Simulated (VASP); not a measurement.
# TaN (P6/mmm) in VASP: single point with r2SCAN

Aim: the single point of TaN with r2SCAN.

All numbers are computed with VASP 6.6.1; they aren't measurements. Logs are shortened: lines on timing, memory, paths and dates and some standing lists are left out, and cuts for length are marked.

## Step 1: The cell of the first run

Symmetry: P6/mmm, No. 191, hexagonal system. Conventional cell: a = 4.820 Å, b = 4.820 Å, c = 2.672 Å, α = 90.00°, β = 90.00°, γ = 120.00°. Ta (site symmetry 6/mmm) has 6 N at 2.41 Å and 14 Ta at 2.67 to 3.09 Å within 3.2 Å. Ta (site symmetry -6m2) has 6 N at 1.93 Å within 2.6 Å. N (site symmetry mmm) has 6 Ta at 1.93 to 2.41 Å and 4 N at 2.41 Å within 2.6 Å.

## Step 2: Single point, r2SCAN (strain -0.080 along x and y, -0.080 along z)

Contents of POSCAR:

```
TaN
1.0
    4.8201415119      0.0000000000      0.0000000000
   -2.4100707560      4.1743649992      0.0000000000
    0.0000000000      0.0000000000      2.6723949174
Ta N
3 3
Direct
    0.0000000000      0.0000000000      0.0000000000
    0.3333333333      0.6666666667      0.5000000000
    0.6666666667      0.3333333333      0.5000000000
    0.5000000000      0.0000000000      0.0000000000
    0.5000000000      0.5000000000      0.0000000000
    0.0000000000      0.5000000000      0.0000000000
```

Contents of INCAR.step1:

```
ALGO = Normal ; EDIFF = 1E-4
ENCUT = 520 ; GGA = PE
ISMEAR = 0 ; LASPH = T
LCHARG = F ; LREAL = F
LWAVE = T ; NBANDS = 33
NELM = 100 ; PREC = Accurate
SIGMA = 0.15
```

Contents of INCAR.step2:

```
ALGO = Normal ; EDIFF = 1E-6
ENCUT = 520 ; ISIF = 2
ISMEAR = 0 ; ISTART = 1
LASPH = T ; LCHARG = F
LMIXTAU = T ; LREAL = F
LWAVE = F ; METAGGA = R2SCAN
NBANDS = 33 ; NELM = 100
PREC = Accurate ; SIGMA = 0.15
```

Contents of KPOINTS:

```
k-points
0
Gamma
  12 12 16
```

Potentials or basis: VASP PAW PBE potentials, release 64 (Ta_pv, N).

Run with:

```bash
> cat potpaw_PBE.64/Ta_pv/POTCAR potpaw_PBE.64/N/POTCAR > POTCAR
> cp INCAR.step1 INCAR
> mpirun -np 1 vasp_std > vasp.out
> cp INCAR.step2 INCAR
> mpirun -np 1 vasp_std > vasp.out
```

OUTCAR:

```text
EDIFF = 1E-6
   ENCUT = 520
   ISIF = 2
   ISMEAR = 0
   ISTART = 1
   LASPH = T
   LREAL = F
   METAGGA = R2SCAN
   NELM = 100
   PREC = Accurate

 ion  position               nearest neighbor table
   1  0.000  0.000  0.000-   4 2.41   4 2.41   5 2.41   5 2.41   6 2.41   6 2.41   3 3.09   3 3.09
                             2 3.09   2 3.09   2 3.09   3 3.09   2 3.09   3 3.09   2 3.09   3 3.09
   2  0.333  0.667  0.500-   6 1.93   6 1.93   4 1.93   4 1.93   5 1.93   5 1.93   3 2.78   3 2.78
                             3 2.78   1 3.09   1 3.09   1 3.09   1 3.09   1 3.09   1 3.09
   3  0.667  0.333  0.500-   6 1.93   6 1.93   4 1.93   4 1.93   5 1.93   5 1.93   2 2.78   2 2.78
                             2 2.78   1 3.09   1 3.09   1 3.09   1 3.09   1 3.09   1 3.09
   4  0.500  0.000  0.000-   2 1.93   3 1.93   2 1.93   3 1.93   1 2.41   1 2.41
   5  0.500  0.500  0.000-   2 1.93   3 1.93   2 1.93   3 1.93   1 2.41   1 2.41
   6  0.000  0.500  0.000-   2 1.93   3 1.93   2 1.93   3 1.93   1 2.41   1 2.41

  LATTYP: Found a hexagonal cell.
 ALAT       =     4.8201415119
 C/A-ratio  =     0.5544225021

  Lattice vectors:

 A1 = (   4.8201415119,   0.0000000000,   0.0000000000)
 A2 = (  -2.4100707560,   4.1743649992,   0.0000000000)
 A3 = (   0.0000000000,   0.0000000000,   2.6723949174)

Analysis of symmetry for initial positions (statically):
=====================================================================
 Subroutine PRICEL returns:
 Original cell was already a primitive cell.

 Routine SETGRP: Setting up the symmetry group for a
 hexagonal supercell.

 Subroutine GETGRP returns: Found 24 space group operations
 (whereof 24 operations were pure point group operations)
 out of a pool of 24 trial point group operations.

The static configuration has the point symmetry D_6h.

Analysis of symmetry for dynamics (positions and initial velocities):
=====================================================================
 Subroutine PRICEL returns:
 Original cell was already a primitive cell.

 Routine SETGRP: Setting up the symmetry group for a
 hexagonal supercell.

 Subroutine GETGRP returns: Found 24 space group operations
 (whereof 24 operations were pure point group operations)
 out of a pool of 24 trial point group operations.

The dynamic configuration has the point symmetry D_6h.

 Subroutine INISYM returns: Found 24 space group operations
 (whereof 24 operations are pure point group operations),
 and found     1 'primitive' translations

----------------------------------------------------------------------------------------

                                     Primitive cell

  volume of cell :      53.7713

  direct lattice vectors                    reciprocal lattice vectors
     4.820141512  0.000000000  0.000000000     0.207462789  0.119778697  0.000000000
    -2.410070756  4.174364999  0.000000000     0.000000000  0.239557394  0.000000000
     0.000000000  0.000000000  2.672394917     0.000000000  0.000000000  0.374196191

  length of vectors
     4.820141512  4.820141512  2.672394917     0.239557394  0.239557394  0.374196191

  position of ions in fractional coordinates (direct lattice)
     0.000000000  0.000000000  0.000000000
     0.333333333  0.666666667  0.500000000
     0.666666667  0.333333333  0.500000000
     0.500000000  0.000000000  0.000000000
     0.500000000  0.500000000  0.000000000
     0.000000000  0.500000000  0.000000000

  ion indices of the primitive-cell ions
   primitive index   ion index
                 1           1
                 2           2
                 3           3
                 4           4
                 5           5
                 6           6

----------------------------------------------------------------------------------------

 KPOINTS: k-points

Automatic generation of k-mesh.
 Grid dimensions read from file:
 generate k-points for:   12   12   16

 Generating k-lattice:

  Cartesian coordinates                     Fractional coordinates (reciprocal lattice)
     0.017288566  0.009981558  0.000000000     0.083333333  0.000000000  0.000000000
     0.000000000  0.019963116  0.000000000     0.000000000  0.083333333  0.000000000
     0.000000000  0.000000000  0.023387262     0.000000000  0.000000000  0.062500000

  Length of vectors
     0.019963116  0.019963116  0.023387262

  Shift w.r.t. Gamma in fractional coordinates (k-lattice)
     0.000000000  0.000000000  0.000000000

 Subroutine IBZKPT returns following result:
 ===========================================

 Found    171 irreducible k-points:

 Following reciprocal coordinates:
            Coordinates               Weight
  0.000000  0.000000  0.000000      1.000000
  0.083333 -0.000000  0.000000      6.000000
  0.166667  0.000000  0.000000      6.000000
  0.250000  0.000000  0.000000      6.000000
  0.333333  0.000000  0.000000      6.000000
  0.416667  0.000000  0.000000      6.000000
[... 16 lines left out ...]
  0.250000  0.000000  0.062500     12.000000
  0.333333  0.000000  0.062500     12.000000
 [... further k-points ...]
   k-points           NKPTS =    171   k-points in BZ     NKDIM =    171   number of bands    NBANDS=     33
   number of dos      NEDOS =    301   number of ions     NIONS =      6
   total plane-waves  NPLWV =  25920
   dimension x,y,z NGX =    36 NGY =   36 NGZ =   20
   dimension x,y,z NGXF=    72 NGYF=   72 NGZF=   40
   ions per type =               3   3
   NGX,Y,Z   is equivalent  to a cutoff of  12.42, 12.42, 12.44 a.u.
   NGXF,Y,Z  is equivalent  to a cutoff of  24.83, 24.83, 24.88 a.u.
 SYSTEM =  unknown system
   PREC   = accura    normal or accurate (medium, high low for compatibility)
   ISTART =      1    job   : 0-new  1-cont  2-samecut
   ICHARG =      0    charge: 1-file 2-atom 10-const
   ISPIN  =      1    spin polarized calculation?
   LNONCOLLINEAR =      F non collinear calculations
   LSORBIT =      F    spin-orbit coupling
   LASPH  =      T    aspherical Exc in radial PAW
   ENCUT  =  520.0 eV  38.22 Ry    6.18 a.u.   8.96  8.96  4.97*2*pi/ulx,y,z
   NELM   =    100;   NELMIN=  2; NELMDL=  0     # of ELM steps
   EDIFF  = 0.1E-05   stopping-criterion for ELM
   LREAL  =      F    real-space projection
   EDIFFG = 0.1E-04   stopping-criterion for IOM
   NSW    =      0    number of steps for IOM
   IBRION =     -1    ionic relax: 0-MD 1-quasi-New 2-CG
   NFREE  =      0    steps in history (QN), initial steepest desc. (CG)
   ISIF   =      2    stress and relaxation
   ISYM   =      2    0-nonsym 1-usesym 2-fastsym
   POTIM  = 0.5000    time-step for ionic-motion
   TEBEG  =    0.0;   TEEND  =   0.0 temperature during run
   PSTRESS=    0.0 pullay stress
   NELECT =      48.0000    total number of electrons
   NUPDOWN=      -1.0000    fix difference up-down
   EMIN   =  10.00;   EMAX   =-10.00  energy-range for DOS
   EFERMI =   0.00;   METHOD = LEGACY
   ISMEAR =     0;   SIGMA  =   0.15  broadening in eV -4-tet -1-fermi 0-gaus
   EFERMI_NEDOS =   21; number of points for ismear=-14 and -15
   IALGO  =     38    algorithm
   IMIX   =      4    mixing-type and parameters
     AMIX     =   0.40;   BMIX     =  1.00
     AMIX_MAG =   1.60;   BMIX_MAG =  1.00
  volume/ion in A,a.u.               =       8.96        60.48
  Fermi-wavevector in a.u.,A,eV,Ry     =   1.576298  2.978771 33.806601  2.484715
  Thomas-Fermi vector in A             =   2.677152
   LORBIT       =      0    0 simple, 1 ext, 2 COOP (PROOUT), +10 PAW based schemes
   METAGGA = R2SCAN    functional components
   LHFCALC =     F    Hartree Fock is set to
   AEXX    =    0.0000 exact exchange contribution
   IVDW    =     0    specifies the selected vdW correction
   LEPSILON=     F    determine dielectric tensor
   LRPA    =     F    only Hartree local field effects (RPA)
 non-spin polarized calculation
 Gauss-broadening in eV      SIGMA  =   0.15
  energy-cutoff  :      520.00
  volume of cell :       53.77
 maximum number of plane-waves:      1482
 NGX is ok and might be reduce to    36
   NGX = 17   NGY = 17   NGZ =  9

 number of electron      48.0000009 magnetization

 Free energy of the ion-electron system (eV)
  ---------------------------------------------------
  ext. energy  EPLUGINS =         0.00000000
  ---------------------------------------------------
  free energy    TOTEN  =      -172.89382259 eV

  energy without entropy =     -172.88772406  energy(sigma->0) =     -172.89077332

 E-fermi :  10.7889     XC(G=0): -15.5199

 val. band max:       10.7521516362   @ k =   0.0833   0.0833   0.1250
 cond. band min:      10.7927899290   @ k =   0.1667   0.0833   0.1875
 fundamental gap:      0.0406382928
 Fermi energy:        10.7888963894

 k-point     1 :       0.0000    0.0000    0.0000
  band No.  band energies     occupation
      1     -26.9254      2.00000
      2     -26.9254      2.00000
      3     -26.1541      2.00000
      4     -26.1541      2.00000
      5     -25.6087      2.00000
      6     -25.4539      2.00000
[... 25 lines left out ...]
     32      15.4929      0.00000
     33      15.4929      0.00000

 k-point     2 :       0.0833   -0.0000    0.0000
  band No.  band energies     occupation
      1     -26.9426      2.00000
      2     -26.9241      2.00000
      3     -26.1294      2.00000
      4     -26.1257      2.00000
      5     -25.6032      2.00000
      6     -25.4882      2.00000
[... 25 lines left out ...]
     32      15.5397      0.00000
     33      15.6871      0.00000
[... 754 lines left out ...]
     32      15.6911      0.00000
     33      16.2816      0.00000

 k-point    24 :       0.3333    0.0000    0.0625
  band No.  band energies     occupation
      1     -27.0631      2.00000
      2     -26.7894      2.00000
      3     -26.0419      2.00000
      4     -25.8722      2.00000
      5     -25.7506      2.00000
      6     -25.5932      2.00000
[... 25 lines left out ...]
     32      16.1978      0.00000
     33      16.2591      0.00000

 [... further k-points ...]

------------------------ aborting loop because EDIFF is reached ----------------------------------------

  FORCE on cell =-STRESS in cart. coord.  units (eV):
  Direction    XX          YY          ZZ          XY          YZ          ZX
  --------------------------------------------------------------------------------------
  -------------------------------------------------------------------------------------
  Total       41.0829784     41.0829784     59.3565188     -0.0000000      0.0000000      0.0000000
  in kB     1224.1134139   1224.1134140   1768.5940448     -0.0000000      0.0000000      0.0000000
  external PRESSURE =    1405.6069576 kB  Pullay stress =       0.0000000 kB

 VOLUME and BASIS-vectors are now :
 -----------------------------------------------------------------------------
  energy-cutoff  :      520.00
  volume of cell :       53.77
      direct lattice vectors                 reciprocal lattice vectors
     4.820141512  0.000000000  0.000000000     0.207462789  0.119778697  0.000000000
    -2.410070756  4.174364999  0.000000000     0.000000000  0.239557394  0.000000000
     0.000000000  0.000000000  2.672394917     0.000000000  0.000000000  0.374196191

 POSITION                                       TOTAL-FORCE (eV/Angst)
 -----------------------------------------------------------------------------------
      0.00000      0.00000      0.00000        -0.000000      0.000000     -0.000000
     -0.00000      2.78291      1.33620         0.000000     -0.000000      0.000000
      2.41007      1.39145      1.33620        -0.000000      0.000000     -0.000000
      2.41007      0.00000      0.00000        -0.000000      0.000000     -0.000000
      1.20504      2.08718      0.00000        -0.000000      0.000000     -0.000000
     -1.20504      2.08718      0.00000        -0.000000      0.000000     -0.000000
 -----------------------------------------------------------------------------------
    total drift:                                0.000000      0.000000     -0.000000

  FREE ENERGIE OF THE ION-ELECTRON SYSTEM (eV)
  ---------------------------------------------------
  free  energy   TOTEN  =      -172.8938225862 eV

  energy  without entropy=     -172.8877240568  energy(sigma->0) =     -172.89077332
```

It took 12 min on 1 thread of Intel Xeon Platinum 8488C (Sapphire Rapids), shared host; peak memory 0.35 GiB.

What came out:

```
Free energy            : -172.8938 eV
Pressure               : 140.6 GPa
Band gap on the k mesh : zero (band 24 reaches 12.33 eV, above the bottom of band 25 at 9.08 eV)
```

Stress tensor (GPa, compression positive):
```
122.41   0.00   0.00
  0.00 122.41   0.00
  0.00   0.00 176.86
```

Levels at points of the mesh, in eV from the Fermi level:
```
           k point  band 20  band 21  band 22  band 23  band 24  band 25  band 26  band 27  band 28  band 29
(0.00, 0.00, 0.00)    -3.70    -3.57    -3.36    -2.81    -1.71    -1.71     1.26     1.26     2.41     3.49
(0.50, 0.00, 0.00)    -5.59    -4.55    -3.56    -1.86    -0.76     1.90     2.76     2.93     3.42     3.48
(0.00, 0.00, 0.50)    -5.22    -4.10    -4.10    -2.69     1.47     1.47     2.33     3.39     3.58     3.58
(0.50, 0.00, 0.50)    -5.43    -4.57    -4.31    -2.43    -1.92     1.38     2.27     4.73     4.92     5.17
```

Caveat: the cell differs from its parent crystal (strain -0.080 along x and y, -0.080 along z); the PAW data sets were made with another functional, which shifts forces and pressure a little; spin-orbit coupling is left out, which moves the levels of the heavy elements.
